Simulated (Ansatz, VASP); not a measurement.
# NiMoIrPdW: VASP beside Ansatz

INCAR

```
PREC = Accurate ; ENCUT = 600
EDIFF = 1E-6 ; ISMEAR = -1
SIGMA = 0.05 ; LREAL = False
LASPH = True ; NELM = 150
ALGO = Normal ; ISIF = 3
LWAVE = False ; LCHARG = False
ISPIN = 2 ; MAGMOM = 1 1 0 0.6 0
LORBIT = 11 ; LMAXMIX = 4
GGA = PS ; IVDW = 12
IBRION = 2 ; NSW = 60
EDIFFG = -0.01
```

The input KPOINTS:

```
Automatic mesh
0
Gamma
  8 8 2
```

Contents of POSCAR:

```
NiMoIrPdW
1.0
    2.7661600000      0.0000000000      0.0000000000
   -1.3830800000      2.3955700000      0.0000000000
    0.0000000000      0.0000000000     11.0229200000
Ni Mo Pd Ir W
1 1 1 1 1
Direct
    0.3333300000      0.6666700000      0.5971200000
    0.0000000000      0.0000000000      0.4107400000
    0.6666700000      0.3333300000      0.7952000000
    0.6666700000      0.3333300000      0.1996000000
    0.3333300000      0.6666700000      0.9973400000
```

input.yaml

```yaml
crystal:
  lattice:
    - [2.76616, 0.0, 0.0]
    - [-1.38308, 2.39557, 0.0]
    - [0.0, 0.0, 11.02292]
  atoms:
    - { symbol: Ni, position: [0.33333, 0.66667, 0.59712], spin: 1.0 }
    - { symbol: Mo, position: [0.0, 0.0, 0.41074], spin: 1.0 }
    - { symbol: Pd, position: [0.66667, 0.33333, 0.7952] }
    - { symbol: Ir, position: [0.66667, 0.33333, 0.1996], spin: 0.6 }
    - { symbol: W, position: [0.33333, 0.66667, 0.99734] }
hamiltonian:
  xc: pbesol
  pseudopotentials: { kind: paw }
  dispersion: d3bj
magnetization:
  spin_polarized: true
kpoints:
  mp_grid: { grid: [8, 8, 2] }
scf:
  occupations: { method: fermi_dirac, width: 0.05 }
output:
  forces: true
  stress: true
  eigenvalues: true
  write_density: true
  write_potential: true
  elf: true
  volumetric_format: npy
relax:
  f_tol: 0.01
  max_steps: 40
  cell: { stress_tol: 0.05 }
```

Alike in both runs: task relaxation of cell and atoms; functional PBEsol; dispersion D3(BJ); k mesh 8 × 8 × 2; occupations fermi-dirac, width 0.05 eV; collinear spin.

|  | VASP | Ansatz |
| --- | --- | --- |
| version | VASP 6.6.1 | Ansatz 0.2.0 |
| potentials or method | VASP PAW PBE potentials, release 64 (Ni, Mo_sv, Pd, Ir, W_sv) | Ansatz PAW |
| plane-wave cutoff (eV) | 600 | 420 |
| valence electrons in the cell | 57 | 81 |

Ansatz gave:

```
gap on the k mesh at the Fermi level, each at its own relaxed structure (eV) : none
net moment per atom (μB)                                                     : 0.00
relaxed volume (Å³/atom)                                                     : 13.74
relaxed length of the cell vector where the two differ most in proportion (Å)              : 2.710
```

Task: Estimate VASP's values.

Result: gap on the k mesh at the Fermi level, each at its own relaxed structure (eV): none; net moment per atom (μB): 0.00; relaxed volume (Å³/atom): 13.76; relaxed length of the cell vector where the two differ most in proportion (Å): 2.712.

VASP's potentials were made for PBE, not for PBEsol. A gap of «none» marks a metal or a gap that the smearing closes. VASP's potentials hold 57 valence electrons a cell and Ansatz's 81, so a difference there can come from the potentials and not from the codes.

Spin-orbit coupling is off throughout. Noted on Ansatz's run: the plane-wave basis is chosen anew once the cell has moved, so the energies of steps on either side of that aren't comparable.
